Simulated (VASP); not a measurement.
A run of VASP 6.6.1:

The input POSCAR:

```
SiO2
1.0
    4.1854060762      0.0000000000      0.0000000000
    0.0000000000      4.1854060762      0.0000000000
    0.0000000000      0.0000000000      2.6687449733
Si O
2 4
Direct
    0.5000000000      0.5000000000      0.5000000000
    0.0000000000      0.0000000000      0.0000000000
    0.7065561365      0.6812142663      0.0000000000
    0.2065561365      0.8187857337      0.5000000000
    0.2934438635      0.3187857337      0.0000000000
    0.7934438635      0.1812142663      0.5000000000
```

The input INCAR.step1:

```
SYSTEM = SiO2
ALGO     = Normal         ! electronic algorithm
EDIFF    = 1E-4           ! SCF threshold, eV
ENCUT    = 520            ! plane-wave cutoff, eV
GGA      = PE             ! functional
ISMEAR   = 0              ! smearing method
LASPH    = .True.         ! aspherical terms in the spheres
LCHARG   = .False.        ! write CHGCAR
LREAL    = .False.        ! projectors in reciprocal space
LWAVE    = .True.         ! write WAVECAR
NBANDS   = 25             ! bands
NELM     = 60             ! most SCF steps
PREC     = Accurate       ! precision mode
SIGMA    = 0.05           ! smearing width, eV
```

File INCAR.step2:

```
SYSTEM = SiO2
ALGO     = Normal         ! electronic algorithm
EDIFF    = 1E-7           ! SCF threshold, eV
ENCUT    = 520            ! plane-wave cutoff, eV
ISIF     = 2              ! what is computed and relaxed
ISMEAR   = 0              ! smearing method
ISTART   = 1            
LASPH    = .True.         ! aspherical terms in the spheres
LCHARG   = .False.        ! write CHGCAR
LMIXTAU  = .True.       
LREAL    = .False.        ! projectors in reciprocal space
LWAVE    = .False.        ! write WAVECAR
METAGGA  = R2SCAN         ! meta-GGA
NBANDS   = 25             ! bands
NELM     = 60             ! most SCF steps
PREC     = Accurate       ! precision mode
SIGMA    = 0.05           ! smearing width, eV
```

Contents of KPOINTS:

```
k-points
0
Gamma
  6 6 8
  0 0 0
```

Potentials or basis: VASP PAW PBE potentials, release 64 (Si, O).

Command:

```sh
$ cat potpaw_PBE.64/Si/POTCAR potpaw_PBE.64/O/POTCAR > POTCAR
$ cp INCAR.step1 INCAR
$ mpirun -np 1 vasp_std > vasp.out
$ cp INCAR.step2 INCAR
$ mpirun -np 1 vasp_std > vasp.out
```

Hardware: 1 thread of Intel(R) Xeon(R) Platinum 8259CL CPU @ 2.50GHz (Skylake/Cascade Lake), on a shared host.

Question: How long does it take, and how much memory?

Answer: Wall time 3.6 min on 1 thread of Intel(R) Xeon(R) Platinum 8259CL CPU @ 2.50GHz (Skylake/Cascade Lake), with other jobs on the host, peak memory 0.2 GiB. Counts: k points 80.
